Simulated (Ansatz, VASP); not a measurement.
## AgRh: VASP beside Ansatz

INCAR

```
SYSTEM = AgRh
  AGGAC = 1.0
  AGGAX = 1.0
  ALDAC = 0.0
  ALDAX = 1.0
  ALGO = Fast
  EDIFF = 1E-6
  ENCUT = 520
  GGA = B5
  ISIF = 2
  ISMEAR = 1
  LASPH = .True.
  LCHARG = .False.
  LREAL = .False.
  LWAVE = .False.
  NBANDS = 20
  NELM = 100
  PREC = Accurate
  SIGMA = 0.1
```

KPOINTS

```
k-points
0
Gamma
  11 11 6
  0 0 0
```

The input POSCAR:

```
AgRh
1.0
    2.7959833597      0.0000000000      0.0000000000
   -1.3979916799      2.4213926181      0.0000000000
    0.0000000000      0.0000000000      4.8404479744
Ag Rh
1 1
Direct
    0.0000000000      0.0000000000      0.5000000000
    0.6666666667      0.3333333333      0.0000000000
```

input.yaml

```yaml
crystal:
  lattice:
    - [2.7959833597, 0.0, 0.0]
    - [-1.3979916799, 2.4213926181, 0.0]
    - [0.0, 0.0, 4.8404479744]
  atoms:
    - { symbol: Ag, position: [0.0, 0.0, 0.5] }
    - { symbol: Rh, position: [0.6666666667, 0.3333333333, 0.0] }
kpoints:
  mp_grid: { grid: [11, 11, 6] }
scf:
  occupations: { method: methfessel_paxton, width: 0.1 }
hamiltonian:
  xc: blyp
  pseudopotentials: { kind: all_electron, lapw: { basis_error: 0.001 } }
output:
  forces: true
  stress: true
  eigenvalues: true
```

Change from the starting cell: volume scaled by 1.02.

Alike in both runs: task single point; functional BLYP; k mesh 11 × 11 × 6; occupations methfessel-paxton of order 1, width 0.1 eV; no spin polarisation.

```csv
,VASP,Ansatz
version,VASP 6.6.1,Ansatz 0.2.0
potentials or method,"VASP PAW PBE potentials, release 64 (Ag, Rh_pv), cutoff 520 eV","all-electron LAPW, scalar-relativistic"
```

Ansatz gave:

```
gap on the k mesh at the Fermi level (eV)                     : none
pressure (GPa)                                                : 3.7
traceless stress, the component that is largest in VASP (GPa) : -0.13
```

Task: Estimate VASP's values.

Result: gap on the k mesh at the Fermi level (eV): none; pressure (GPa): 4.0; traceless stress, the component that is largest in VASP (GPa): -0.17.

VASP's potentials were made for PBE, not for BLYP. A gap of «none» marks a metal or a gap that the smearing closes. Ansatz ran all-electron here, and VASP with PAW potentials.
